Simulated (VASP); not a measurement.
Wanted: the native input for a VASP 6.6.1 run.

| Item | Value |
| --- | --- |
| Task | electric field gradients |
| Functional | PBE |
| Potentials or basis | VASP PAW PBE potentials, release 64 (Cu) |
| Cutoff | 520 eV |
| k mesh | 17 × 17 × 17 |
| Occupations | fermi-dirac, width 0.03 eV |
| Spin | no spin polarisation |
| Dipole correction | no |
| Further INCAR settings | ALGO = Normal; EDIFF = 1e-08; NBANDS = 12 |

The structure of Cu lies in POSCAR:

```
Cu
1.0
    0.0000000000      1.8447719626      1.7352000000
    1.8447719626      0.0000000000      1.7352000000
    1.8447719626      1.8447719626      0.0000000000
Cu
1
Direct
    0.0000000000      0.0000000000      0.0000000000
```

This cell differs from its parent crystal: z stretched by -4 % at fixed volume.

One way to write it, as run:

INCAR

```
PREC = Accurate
ENCUT = 520
EDIFF = 1E-8
ISMEAR = -1
SIGMA = 0.03
LREAL = F
LASPH = T
NELM = 80
ALGO = Normal
ISIF = 2
LWAVE = F
LCHARG = F
GGA = PE
LEFG = T
NBANDS = 12
```

KPOINTS

```
Automatic mesh
0
Gamma
  17 17 17
```

Potentials or basis: VASP PAW PBE potentials, release 64 (Cu).

Command:

```bash
$ cat potpaw_PBE.64/Cu/POTCAR > POTCAR
$ mpirun -np 1 vasp_std > vasp.out
```

It gave:

```yaml
Pressure: 2.3 GPa
```

Caveat: without QUAD_EFG the Cq values of the log hold for a quadrupole moment of 1 mb, not for the nuclei.

It took 2.1 min on 1 thread of AMD EPYC 7R13 (shared host), peak memory 0.14 GiB.
